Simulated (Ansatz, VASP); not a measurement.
# Hg in VASP and in Ansatz

The input INCAR:

```
ALGO = Normal
EDIFF = 1E-6
ENCUT = 500
GGA = PE
GGA_COMPAT = F
ISIF = 2
ISMEAR = -1
LASPH = T
LCHARG = F
LREAL = F
LWAVE = F
NBANDS = 32
NELM = 120
PREC = Accurate
SIGMA = 0.1
```

KPOINTS

```
k-points
0
Gamma
  12 12 4
```

File POSCAR:

```
Hg
1.0
    3.6599249768      0.0000000000      0.0000000000
   -1.8299624884      3.1695880058      0.0000000000
    0.0000000000      0.0000000000     11.5944552108
Hg
4
Direct
    0.0000000000      1.0000000000      0.0000000000
    0.0000000000      1.0000000000      0.5000000000
    0.3333333333      0.6666666667      0.2500000000
    0.6666666667      0.3333333333      0.7500000000
```

Input for Ansatz:

```yaml
crystal:
  lattice:
    - [3.6599249768, 0.0, 0.0]
    - [-1.8299624884, 3.1695880058, 0.0]
    - [0.0, 0.0, 11.5944552108]
  atoms:
    - { symbol: Hg, position: [0.0, 1.0, 0.0] }
    - { symbol: Hg, position: [0.0, 1.0, 0.5] }
    - { symbol: Hg, position: [0.3333333333, 0.6666666667, 0.25] }
    - { symbol: Hg, position: [0.6666666667, 0.3333333333, 0.75] }
hamiltonian:
  xc: pbe
  pseudopotentials:
    kind: paw
    azcp:
      Hg: "pseudopotentials/Hg.paw.azcp"
basis:
  ecutwfc: 420
  fft_grid_basis: typed
kpoints:
  mp_grid: { grid: [12, 12, 4], shift: [0, 0, 0] }
magnetization:
  spin_polarized: false
scf:
  occupations: { method: fermi_dirac, width: 0.1 }
  lower_state_search: "off"
output:
  stress: true
```

Alike in both runs: task single point; functional PBE; k mesh 12 × 12 × 4; occupations fermi-dirac, width 0.1 eV; no spin polarisation.

|  | VASP | Ansatz |
| --- | --- | --- |
| version | VASP 6.6.1 | Ansatz 0.2.0 |
| potentials or method | VASP PAW PBE potentials, release 64 (Hg), cutoff 500 eV | plane waves (420 eV) with PAW, scalar-relativistic |
| valence electrons in the cell | 48 | 80 |

|  | VASP | Ansatz | Ansatz less VASP |
| --- | --- | --- | --- |
| pressure (GPa) | -0.4 | -0.4 | -0.02 |

VASP's potentials hold 48 valence electrons a cell and Ansatz's 80, so a difference there can come from the potentials and not from the codes.

Spin-orbit coupling is off throughout.
